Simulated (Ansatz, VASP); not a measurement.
# One calculation of Ti, two programs

INCAR

```
PREC     = Accurate       # precision mode
ENCUT    = 520            # plane-wave cutoff, eV
EDIFF    = 1E-6           # SCF threshold, eV
ISMEAR   = 0              # smearing method
SIGMA    = 0.15           # smearing width, eV
LREAL    = False          # projectors in reciprocal space
LASPH    = True           # aspherical terms in the spheres
NELM     = 80             # most SCF steps
ALGO     = Fast           # electronic algorithm
ISIF     = 2              # what is computed and relaxed
LWAVE    = False          # write WAVECAR
LCHARG   = True           # write CHGCAR
GGA      = PE             # functional
LELF     = True           # ELF
LVHAR    = True         
NBANDS   = 19             # bands
```

File KPOINTS:

```
regular mesh
0
Gamma
  18 18 10
```

POSCAR

```
Ti
1.0
    3.0384977962      0.0000000000      0.0000000000
   -1.5192488981      2.6314162809      0.0000000000
    0.0000000000      0.0000000000      4.6860000000
Ti
2
Direct
    0.3333333333      0.6666666667      0.2500000000
    0.6666666667      0.3333333333      0.7500000000
```

Input for Ansatz:

```yaml
crystal:
  lattice:
    - [3.0384977962, 0.0, 0.0]
    - [-1.5192488981, 2.6314162809, 0.0]
    - [0.0, 0.0, 4.686]
  atoms:
    - { symbol: Ti, position: [0.3333333333, 0.6666666667, 0.25] }
    - { symbol: Ti, position: [0.6666666667, 0.3333333333, 0.75] }
basis:
  ecutwfc: 420
kpoints:
  mp_grid: { grid: [18, 18, 10] }
hamiltonian:
  xc: pbe
scf:
  occupations: { method: gaussian, width: 0.15 }
output:
  forces: true
  stress: true
  eigenvalues: true
  write_density: true
  write_potential: true
  elf: true
  volumetric_format: npy
```

Change from the starting cell: strain +0.0300 x Voigt [1, 1, 0, 0, 0, 0], atoms carried along.

Alike in both runs: task single point; functional PBE; k mesh 18 × 18 × 10; occupations gaussian, width 0.15 eV; no spin polarisation.

```csv
,VASP,Ansatz
version,VASP 6.6.1,Ansatz 0.2.0
potentials or method,"VASP PAW PBE potentials, release 64 (Ti_sv), cutoff 520 eV","scalar-relativistic, plane waves, PAW"
valence electrons in the cell,24,24
```

Ansatz gave:

* gap on the k mesh at the Fermi level (eV): none
* pressure (GPa): -7.2
* traceless stress, the component that is largest in VASP (GPa): 1.57

Problem. Estimate VASP's values.

Solution. gap on the k mesh at the Fermi level (eV): none; pressure (GPa): -7.5; traceless stress, the component that is largest in VASP (GPa): 1.56.

A gap of «none» marks a metal or a gap that the smearing closes. With one functional, cell and mesh, what is left measures potentials, basis and numerics.
